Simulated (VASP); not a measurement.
# H6C3NO (P-1) in VASP: a series of runs

H6C3NO is run at these levels: PBE+D3(BJ); tasks: single point.

Everything below comes from runs of VASP 6.6.1. Logs are shortened: lines on timing, memory, paths and dates and some standing lists are left out, and cuts for length are marked.

## 1. The cell of the first run

The typed cell holds 22 atoms: a = 5.082 Å, b = 5.525 Å, c = 6.993 Å, α = 68.56°, β = 87.14°, γ = 74.36°.

## 2. Single point, PBE+D3(BJ)

INCAR

```
  ALGO = Normal
  EDIFF = 1E-6
  ENCUT = 520
  GGA = PE
  ISIF = 2
  ISMEAR = 0
  IVDW = 12
  LASPH = T
  LCHARG = F
  LREAL = Auto
  LWAVE = F
  NBANDS = 46
  NELM = 100
  PREC = Accurate
  SIGMA = 0.02
```

KPOINTS

```
k-points
0
Gamma
  4 4 4
```

POSCAR

```
H6C3NO
1.0
    5.0819526873      0.0469778779     -0.0190265288
    1.4403785355      5.3341191570      0.0521207689
    0.3503132226      2.4890973527      6.5258532475
H C N O
12 6 2 2
Direct
    0.7282190417      0.7308013556      0.9734599683
    0.2717809583      0.2691986444      0.0265400317
    0.6453434744      0.0432664321      0.7673377240
    0.3546565256      0.9567335679      0.2326622760
    0.1209184781      0.0819755965      0.7873917562
    0.8790815219      0.9180244035      0.2126082438
    0.2189172377      0.7584800879      0.9809674783
    0.7810827623      0.2415199121      0.0190325217
    0.7582647053      0.5477158121      0.5187215086
    0.2417352947      0.4522841879      0.4812784914
    0.5053586518      0.7005148035      0.6524992820
    0.4946413482      0.2994851965      0.3475007180
    0.9014683304      0.7177284488      0.6929999026
    0.0985316696      0.2822715512      0.3070000974
    0.8150640226      0.8629411934      0.8420698584
    0.1849359774      0.1370588066      0.1579301416
    0.0453371866      0.9388177355      0.9180833854
    0.9546628134      0.0611822645      0.0819166146
    0.7046387646      0.6581038019      0.6129974139
    0.2953612354      0.3418961981      0.3870025861
    0.1464426612      0.6524187821      0.6492179865
    0.8535573388      0.3475812179      0.3507820135
```

Potentials or basis: VASP PAW PBE potentials, release 64 (H, C, N, O).

On the command line:

```sh
$ cat potpaw_PBE.64/H/POTCAR potpaw_PBE.64/C/POTCAR potpaw_PBE.64/N/POTCAR potpaw_PBE.64/O/POTCAR > POTCAR
$ mpirun -np 1 vasp_std > vasp.out
```

OUTCAR:

```text
EDIFF = 1E-6
   ENCUT = 520
   GGA = PE
   ISIF = 2
   ISMEAR = 0
   IVDW = 12
   LASPH = T
   LREAL = Auto
   NELM = 100
   PREC = Accurate
 IVDW          = 12

 ion  position               nearest neighbor table
   1  0.728  0.731  0.973-  15 1.10
   2  0.272  0.269  0.027-  16 1.10
   3  0.645  0.043  0.767-  15 1.10
   4  0.355  0.957  0.233-  16 1.10
   5  0.121  0.082  0.787-  17 1.10
   6  0.879  0.918  0.213-  18 1.10
   7  0.219  0.758  0.981-  17 1.10
   8  0.781  0.242  0.019-  18 1.10
   9  0.758  0.548  0.519-  19 1.03
  10  0.242  0.452  0.481-  20 1.03
  11  0.505  0.701  0.652-  19 1.02
  12  0.495  0.299  0.348-  20 1.02
  13  0.901  0.718  0.693-  21 1.25  19 1.34  15 1.52
  14  0.099  0.282  0.307-  22 1.25  20 1.34  16 1.52
  15  0.815  0.863  0.842-   3 1.10   1 1.10  13 1.52  17 1.52
  16  0.185  0.137  0.158-   4 1.10   2 1.10  14 1.52  18 1.52
  17  0.045  0.939  0.918-   5 1.10   7 1.10  15 1.52  18 1.53
  18  0.955  0.061  0.082-   6 1.10   8 1.10  16 1.52  17 1.53
  19  0.705  0.658  0.613-  11 1.02   9 1.03  13 1.34
  20  0.295  0.342  0.387-  12 1.02  10 1.03  14 1.34
  21  0.146  0.652  0.649-  13 1.25
  22  0.854  0.348  0.351-  14 1.25

  LATTYP: Found a triclinic cell.
 ALAT       =     5.0822054313
 B/A-ratio  =     3.1009346221
 C/A-ratio  =     1.2632860780
 COS(alpha) =     0.0119493434
 COS(beta)  =     0.5595998214
 COS(gamma) =     0.7616127318

  Lattice vectors:

 A1 = (   5.0819526873,   0.0469778779,  -0.0190265288)
 A2 = (  11.9545971327,   7.9171722655,   6.5399209588)
 A3 = (   3.6415741518,  -5.2871412791,  -0.0711472977)

Analysis of symmetry for initial positions (statically):
=====================================================================
 Subroutine PRICEL returns:
 Original cell was already a primitive cell.

 Routine SETGRP: Setting up the symmetry group for a
 triclinic supercell.

 Subroutine GETGRP returns: Found  2 space group operations
 (whereof  2 operations were pure point group operations)
 out of a pool of  2 trial point group operations.

The static configuration has the point symmetry S_2 .

Analysis of symmetry for dynamics (positions and initial velocities):
=====================================================================
 Subroutine PRICEL returns:
 Original cell was already a primitive cell.

 Routine SETGRP: Setting up the symmetry group for a
 triclinic supercell.

 Subroutine GETGRP returns: Found  2 space group operations
 (whereof  2 operations were pure point group operations)
 out of a pool of  2 trial point group operations.

The dynamic configuration has the point symmetry S_2 .

 Subroutine INISYM returns: Found  2 space group operations
 (whereof  2 operations are pure point group operations),
 and found     1 'primitive' translations

----------------------------------------------------------------------------------------

                                     Primitive cell

  volume of cell :     175.7685

  direct lattice vectors                    reciprocal lattice vectors
     5.081952687  0.046977878 -0.019026529     0.197304712 -0.053373856  0.009766428
     1.440378536  5.334119157  0.052120769    -0.002013613  0.188718402 -0.071873066
     0.350313223  2.489097353  6.525853247     0.000591336 -0.001662873  0.153839178

  length of vectors
     5.082205431  5.525417096  6.993217113     0.204629668  0.201951547  0.153849302

  position of ions in fractional coordinates (direct lattice)
     0.728219042  0.730801356  0.973459968
     0.271780958  0.269198644  0.026540032
     0.645343474  0.043266432  0.767337724
     0.354656526  0.956733568  0.232662276
     0.120918478  0.081975597  0.787391756
     0.879081522  0.918024403  0.212608244
[... 14 lines left out ...]
     0.146442661  0.652418782  0.649217986
     0.853557339  0.347581218  0.350782014

  ion indices of the primitive-cell ions
   primitive index   ion index
                 1           1
                 2           2
                 3           3
                 4           4
                 5           5
                 6           6
[... 14 lines left out ...]
                21          21
                22          22

----------------------------------------------------------------------------------------

 KPOINTS: k-points

Automatic generation of k-mesh.
 Grid dimensions read from file:
 generate k-points for:    4    4    4

 Generating k-lattice:

  Cartesian coordinates                     Fractional coordinates (reciprocal lattice)
     0.049326178 -0.013343464  0.002441607     0.250000000 -0.000000000  0.000000000
    -0.000503403  0.047179601 -0.017968266     0.000000000  0.250000000  0.000000000
     0.000147834 -0.000415718  0.038459795    -0.000000000  0.000000000  0.250000000

  Length of vectors
     0.051157417  0.050487887  0.038462325

  Shift w.r.t. Gamma in fractional coordinates (k-lattice)
     0.000000000  0.000000000  0.000000000

[... 61 lines left out ...]
   LHFCALC =     F    Hartree Fock is set to
   AEXX    =    0.0000 exact exchange contribution
   IVDW    =    12    specifies the selected vdW correction
   LEPSILON=     F    determine dielectric tensor
   LRPA    =     F    only Hartree local field effects (RPA)
 non-spin polarized calculation
 Gauss-broadening in eV      SIGMA  =   0.02
  energy-cutoff  :      520.00
  volume of cell :      175.77
 maximum number of plane-waves:      4752
 NGX is ok and might be reduce to    40
   NGX = 19   NGY = 21   NGZ = 25

 number of electron      57.9999997 magnetization

 Free energy of the ion-electron system (eV)
  ---------------------------------------------------
  ext. energy  EPLUGINS =         0.00000000
  ---------------------------------------------------
  free energy    TOTEN  =      -130.71135412 eV

  energy without entropy =     -130.71135412  energy(sigma->0) =     -130.71135412

 E-fermi :  -0.7382     XC(G=0):  -8.4110

 val. band max:       -0.8798248811   @ k =  -0.0000   0.2500   0.2500
 cond. band min:       3.4991232146   @ k =  -0.0000   0.5000   0.5000
 fundamental gap:      4.3789480957
 Fermi energy:        -0.7381687478

 k-point     1 :       0.0000    0.0000    0.0000
  band No.  band energies     occupation
      1     -20.9674      2.00000
      2     -20.7905      2.00000
      3     -17.1869      2.00000
      4     -17.1113      2.00000
      5     -14.9638      2.00000
      6     -13.5224      2.00000
[... 33 lines left out ...]
     40       9.0953      0.00000
     41       9.4173      0.00000

 k-point     2 :       0.2500   -0.0000    0.0000
  band No.  band energies     occupation
      1     -20.9355      2.00000
      2     -20.7677      2.00000
      3     -17.3349      2.00000
      4     -17.1671      2.00000
      5     -14.9309      2.00000
      6     -13.4987      2.00000
[... 33 lines left out ...]
     40       9.0764      0.00000
     41       9.6838      0.00000

 k-point     3 :       0.5000   -0.0000    0.0000
  band No.  band energies     occupation
      1     -20.9024      2.00000
      2     -20.7443      2.00000
      3     -17.4625      2.00000
      4     -17.2387      2.00000
      5     -14.8965      2.00000
      6     -13.4771      2.00000
[... 33 lines left out ...]
     40       9.1938      0.00000
     41       9.5297      0.00000

 k-point     4 :      -0.0000    0.2500   -0.0000
  band No.  band energies     occupation
      1     -20.9458      2.00000
      2     -20.8097      2.00000
      3     -17.2057      2.00000
      4     -17.0881      2.00000
      5     -14.9447      2.00000
      6     -13.6349      2.00000
[... 825 lines left out ...]
     40       9.4554      0.00000
     41       9.6441      0.00000

 k-point    23 :       0.0000   -0.2500    0.2500
  band No.  band energies     occupation
      1     -20.9391      2.00000
      2     -20.8163      2.00000
      3     -17.2045      2.00000
      4     -17.0888      2.00000
      5     -14.9787      2.00000
      6     -13.5474      2.00000
[... 33 lines left out ...]
     40       9.2789      0.00000
     41       9.3278      0.00000

 k-point    24 :       0.2500   -0.2500    0.2500
  band No.  band energies     occupation
      1     -20.9061      2.00000
      2     -20.7945      2.00000
      3     -17.3408      2.00000
      4     -17.1572      2.00000
      5     -14.9433      2.00000
      6     -13.5256      2.00000
[... 33 lines left out ...]
     40       9.3959      0.00000
     41       9.6355      0.00000

 [... further k-points ...]

 [bands above 41 left out]

------------------------ aborting loop because EDIFF is reached ----------------------------------------

 Edisp (eV)   -1.44713

 E8    (eV) :    -0.3383

  FORCE on cell =-STRESS in cart. coord.  units (eV):
  Direction    XX          YY          ZZ          XY          YZ          ZX
  --------------------------------------------------------------------------------------
  -------------------------------------------------------------------------------------
  Total       0.66713    -0.03821    -0.10310    -0.21680     0.10238    -0.16547
  in kB       6.08110    -0.34832    -0.93978    -1.97619     0.93318    -1.50835
  external pressure =        1.60 kB  Pullay stress =        0.00 kB

 VOLUME and BASIS-vectors are now :
 -----------------------------------------------------------------------------
  energy-cutoff  :      520.00
  volume of cell :      175.77
      direct lattice vectors                 reciprocal lattice vectors
     5.081952687  0.046977878 -0.019026529     0.197304712 -0.053373856  0.009766428
     1.440378536  5.334119157  0.052120769    -0.002013613  0.188718402 -0.071873066
     0.350313223  2.489097353  6.525853247     0.000591336 -0.001662873  0.153839178

 POSITION                                       TOTAL-FORCE (eV/Angst)
 -----------------------------------------------------------------------------------
      5.09442      6.35543      6.37689        -0.014009     -0.008524      0.018745
      1.77822      1.51477      0.18206         0.014009      0.008524     -0.018745
      3.61073      2.17108      4.99751        -0.013979      0.016830     -0.011189
      3.26191      5.69911      1.56144         0.013979     -0.016830      0.011189
      1.00841      2.40284      5.14038         0.013211      0.008646     -0.019266
      5.86423      5.46735      1.41857        -0.013211     -0.008646      0.019266
[... 14 lines left out ...]
      1.91137      5.10293      4.26792         0.335243     -0.130345     -0.084745
      4.96127      2.76727      2.29103        -0.335243      0.130345      0.084745
 -----------------------------------------------------------------------------------
    total drift:                                0.000000      0.000000     -0.000000

  FREE ENERGIE OF THE ION-ELECTRON SYSTEM (eV)
  ---------------------------------------------------
  free  energy   TOTEN  =      -132.1584794127 eV

  energy  without entropy=     -132.1584794127  energy(sigma->0) =     -132.15847941
```

It took 5.5 min on 1 thread of Intel Xeon Platinum 8488C (Sapphire Rapids), shared host; peak memory 0.39 GiB.

Results:

```
Free energy                : -132.1585 eV
Pressure                   : 0.2 GPa
Largest force              : 0.370 eV/Å
Band gap on the k mesh     : 4.38 eV, indirect (least direct gap 4.47 eV)
Dispersion energy per atom : -0.066 eV
```

Forces on the atoms (eV/Å):
```
H   -0.014 -0.009  0.019
H    0.014  0.009 -0.019
H   -0.014  0.017 -0.011
H    0.014 -0.017  0.011
H    0.013  0.009 -0.019
H   -0.013 -0.009  0.019
H    0.015 -0.017  0.010
H   -0.015  0.017 -0.010
H   -0.013  0.008  0.003
H    0.013 -0.008 -0.003
H    0.005 -0.011 -0.010
H   -0.005  0.011  0.010
C   -0.297  0.127  0.071
C    0.297 -0.127 -0.071
C    0.004 -0.001 -0.003
C   -0.004  0.001  0.003
C    0.010 -0.009 -0.007
C   -0.010  0.009  0.007
N   -0.036 -0.018 -0.007
N    0.036  0.018  0.007
O    0.335 -0.130 -0.085
O   -0.335  0.130  0.085
```

Stress tensor (GPa, compression positive):
```
 0.61 -0.20 -0.15
-0.20 -0.03  0.09
-0.15  0.09 -0.09
```

Levels at points of the mesh, in eV from the valence-band top:
| k point | band 26 | band 27 | band 28 | band 29 | band 30 | band 31 | band 32 | band 33 |
| --- | --- | --- | --- | --- | --- | --- | --- | --- |
| (0.00, 0.00, 0.00) | -0.60 | -0.24 | -0.23 | 0.00 | 5.08 | 5.26 | 5.86 | 7.59 |
| (0.50, 0.00, 0.00) | -0.73 | -0.56 | -0.53 | -0.16 | 5.22 | 5.65 | 6.41 | 7.06 |
| (0.00, 0.50, 0.00) | -0.44 | -0.29 | -0.27 | -0.01 | 4.80 | 4.91 | 6.65 | 7.71 |
| (0.50, 0.50, 0.00) | -0.93 | -0.71 | -0.35 | -0.03 | 5.37 | 5.41 | 7.21 | 7.22 |
| (0.00, 0.00, 0.50) | -0.50 | -0.24 | -0.20 | -0.04 | 4.86 | 5.44 | 6.68 | 6.93 |
| (0.50, 0.00, 0.50) | -0.70 | -0.67 | -0.66 | -0.07 | 5.07 | 5.80 | 6.80 | 7.51 |
| (0.00, 0.50, 0.50) | -0.40 | -0.25 | -0.24 | -0.09 | 4.38 | 5.29 | 6.41 | 7.19 |
| (0.50, 0.50, 0.50) | -0.66 | -0.55 | -0.44 | -0.18 | 5.35 | 5.39 | 6.66 | 6.79 |

A k mesh can miss the band edges. PBE gaps usually lie below the measured ones, often by a third to a half.

## 3. Single point, PBE+D3(BJ)

This run uses another cell than the first one, of 8.09 Å³/atom, 1.013 times its volume.

INCAR

```
ALGO     = Normal         # electronic algorithm
EDIFF    = 1E-6           # SCF threshold, eV
ENCUT    = 520            # plane-wave cutoff, eV
GGA      = PE             # functional
ISIF     = 2              # what is computed and relaxed
ISMEAR   = 0              # smearing method
IVDW     = 12             # dispersion correction
LASPH    = True           # aspherical terms in the spheres
LCHARG   = False          # write CHGCAR
LREAL    = Auto         
LWAVE    = False          # write WAVECAR
NBANDS   = 46             # bands
NELM     = 100            # most SCF steps
PREC     = Accurate       # precision mode
SIGMA    = 0.1            # smearing width, eV
```

KPOINTS is that of step 2.

POSCAR

```
H6C3NO
1.0
    5.0911917268      0.0146432016     -0.0094807048
    1.4088546860      5.3584191783      0.0316555531
    0.3475788199      2.4738913255      6.5438544909
H C N O
12 6 2 2
Direct
    0.7280156793      0.7285828240      0.9716192668
    0.2719843207      0.2714171760      0.0283807332
    0.6502431800      0.0390239209      0.7681317452
    0.3497568200      0.9609760791      0.2318682548
    0.1292070150      0.0729301823      0.7905898622
    0.8707929850      0.9270698177      0.2094101378
    0.2145359975      0.7559120520      0.9869726518
    0.7854640025      0.2440879480      0.0130273482
    0.7590629336      0.5480624128      0.5163844347
    0.2409370664      0.4519375872      0.4836155653
    0.5088697230      0.7008159012      0.6502703894
    0.4911302770      0.2991840988      0.3497296106
    0.9032807475      0.7175159126      0.6918900517
    0.0967192525      0.2824840874      0.3081099483
    0.8169717455      0.8604005734      0.8420739206
    0.1830282545      0.1395994266      0.1579260794
    0.0465959893      0.9356723494      0.9201937424
    0.9534040107      0.0643276506      0.0798062576
    0.7068697832      0.6588778347      0.6101539645
    0.2931302168      0.3411221653      0.3898460355
    0.1473621978      0.6529198548      0.6491611577
    0.8526378022      0.3470801452      0.3508388423
```

Potentials or basis: VASP PAW PBE potentials, release 64 (H, C, N, O).

On the command line:

```sh
$ cat potpaw_PBE.64/H/POTCAR potpaw_PBE.64/C/POTCAR potpaw_PBE.64/N/POTCAR potpaw_PBE.64/O/POTCAR > POTCAR
$ mpirun -np 1 vasp_std > vasp.out
```

Run time: 5.2 min. Hardware: 1 thread of Intel Xeon Platinum 8488C (Sapphire Rapids), shared host; peak memory 0.38 GiB.

It converged, with:

```
Free energy                : -132.1552 eV
Pressure                   : 0.1 GPa
Largest force              : 0.379 eV/Å
Band gap on the k mesh     : 4.38 eV, indirect (least direct gap 4.47 eV)
Dispersion energy per atom : -0.065 eV
```

Forces on the atoms (eV/Å):
```
H   -0.017 -0.003  0.017
H    0.017  0.003 -0.017
H   -0.018  0.021 -0.014
H    0.018 -0.021  0.014
H    0.004  0.010 -0.011
H   -0.004 -0.010  0.011
H    0.029 -0.025  0.010
H   -0.029  0.025 -0.010
H   -0.003  0.012 -0.001
H    0.003 -0.012  0.001
H   -0.007 -0.029 -0.025
H    0.007  0.029  0.025
C   -0.285  0.106  0.094
C    0.285 -0.106 -0.094
C    0.012  0.006 -0.010
C   -0.012 -0.006  0.010
C    0.007  0.022 -0.008
C   -0.007 -0.022  0.008
N   -0.084  0.008  0.015
N    0.084 -0.008 -0.015
O    0.352 -0.114 -0.079
O   -0.352  0.114  0.079
```

Stress tensor (GPa, compression positive):
```
 0.65 -0.17 -0.09
-0.17 -0.10  0.11
-0.09  0.11 -0.23
```

Levels at points of the mesh, in eV from the valence-band top:
```tsv
k point	band 27	band 28	band 29	band 30	band 31	band 32
(0.00, 0.00, 0.00)	-0.26	-0.24	-0.01	5.09	5.25	5.81
(0.50, 0.00, 0.00)	-0.55	-0.53	-0.15	5.23	5.65	6.36
(0.00, 0.50, 0.00)	-0.28	-0.27	0.00	4.83	4.90	6.62
(0.50, 0.50, 0.00)	-0.69	-0.35	-0.02	5.37	5.40	7.18
(0.00, 0.00, 0.50)	-0.26	-0.21	-0.04	4.86	5.41	6.63
(0.50, 0.00, 0.50)	-0.67	-0.65	-0.06	5.08	5.78	6.76
(0.00, 0.50, 0.50)	-0.26	-0.25	-0.09	4.38	5.32	6.38
(0.50, 0.50, 0.50)	-0.55	-0.44	-0.17	5.35	5.37	6.64
```

A k mesh can miss the band edges.
